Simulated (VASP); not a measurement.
Here is a VASP 6.6.1 calculation.

The input INCAR:

```
SYSTEM = CaB15N15
PREC = Accurate ; ENCUT = 520
EDIFF = 1E-6 ; ISMEAR = 0
SIGMA = 0.01 ; LREAL = Auto
LASPH = .TRUE. ; NELM = 200
ALGO = Normal ; ISIF = 2
LWAVE = .FALSE. ; LCHARG = .FALSE.
ISPIN = 2 ; MAGMOM = 0.02 0 0.01 0.2 0 0.01 0 0 0 0 0 0.02 0.01 0 0 0.08 0.01 0.01 0.01 0 0 0 0.01 0 0 0.01 0 0 0.01 0.01 0
LORBIT = 11 ; NUPDOWN = 1.0
GGA = PE ; NBANDS = 90
NELECT = 131.0 ; GGA_COMPAT = .FALSE.
ISYM = -1
```

File KPOINTS:

```
explicit points
1
Reciprocal
  0.25000000   0.25000000   0.25000000 1
```

Contents of POSCAR:

```
CaB15N15
1.0
   -3.6241103800      3.6241103800     -3.6241103800
    3.6241103800      3.6241103800      3.6241103800
    3.6241103800     -3.6241103800     -3.6241103800
B Ca N
15 1 15
Direct
   -0.0304999421     -0.0069120929     -0.0163245672
    0.0085459925      0.2560651451      0.7610197758
    0.0065976567      0.5067113510      0.5031066529
   -0.0077140737      0.7135615081      0.2428878074
    0.2511777344      0.0074090313      0.7672137783
    0.2525571522      0.5066842962      0.2568862830
    0.2494003206      0.7512213178      0.0026381130
    0.5169401773      0.0074902455      0.5016603522
    0.5105946103      0.2559009740      0.2588807671
    0.4999294664      0.5011229065      0.0068664659
    0.4916624461      0.7472936747      0.7420210333
    0.7332979758     -0.0071669741      0.2199381053
    0.7468832165      0.2509691493     -0.0027817812
    0.7565563268      0.5012578596      0.7504157414
    0.7522191912      0.7511714009      0.4998054861
    0.1771885075      0.1484715426      0.4274147634
   -0.0074793816      0.2521366070      0.0007284505
    0.0104159600      0.5069736868      0.7571398811
   -0.0007452829      0.7521984159      0.5049556368
    0.2436482321     -0.0009833427      0.0140483791
    0.2559305410      0.2567628564      0.8012979128
    0.2491830472      0.5294309009      0.4995820744
    0.2544327485      0.7523181599      0.2497101918
    0.5020503157      0.0057633981      0.7524593170
    0.5511203425      0.2568765584      0.5064184443
    0.5066889441      0.5069112762      0.2607604108
    0.4929408405      0.7473151323     -0.0065157195
    0.7635939333     -0.0010482118      0.4940072477
    0.7505406232      0.2519098360      0.2428922895
    0.7454879312      0.4949141080     -0.0040597618
    0.7430694402      0.7473993488      0.7433285814
```

Potentials or basis: VASP PAW PBE potentials, release 64 (B, Ca_sv, N).

Command:

```sh
$ cat potpaw_PBE.64/B/POTCAR potpaw_PBE.64/Ca_sv/POTCAR potpaw_PBE.64/N/POTCAR > POTCAR
$ mpirun -np 1 vasp_std > vasp.out
```

Q: Predict the largest force.

A: 0.070 eV/Å.

Forces in eV/Å, atoms in the order of the input:
```
B   -0.006  0.009 -0.032
B   -0.012 -0.014  0.029
B    0.002 -0.028  0.028
B   -0.008  0.002 -0.018
B   -0.006 -0.019 -0.038
B   -0.018  0.016  0.018
B    0.004  0.009  0.002
B   -0.018 -0.017 -0.027
B   -0.012  0.014  0.021
B    0.002  0.020  0.002
B    0.004 -0.004 -0.028
B    0.007  0.009 -0.027
B    0.009 -0.004  0.000
B    0.020 -0.001  0.002
B    0.013  0.000  0.009
Ca  -0.021 -0.025  0.062
N   -0.002 -0.004 -0.018
N   -0.015  0.001  0.006
N    0.002  0.010 -0.006
N   -0.022  0.026  0.030
N    0.049 -0.016 -0.043
N    0.023  0.029  0.015
N    0.003  0.005 -0.013
N   -0.009 -0.004  0.016
N   -0.019  0.040 -0.038
N   -0.004 -0.020  0.006
N   -0.018 -0.008 -0.002
N    0.023 -0.017  0.020
N    0.027 -0.004  0.007
N    0.008  0.013  0.028
N   -0.007 -0.018 -0.014
```

Caveat: the cell carries a net charge on a neutralising background, which shifts energy and pressure; the total moment is fixed, so each spin has its own Fermi level.
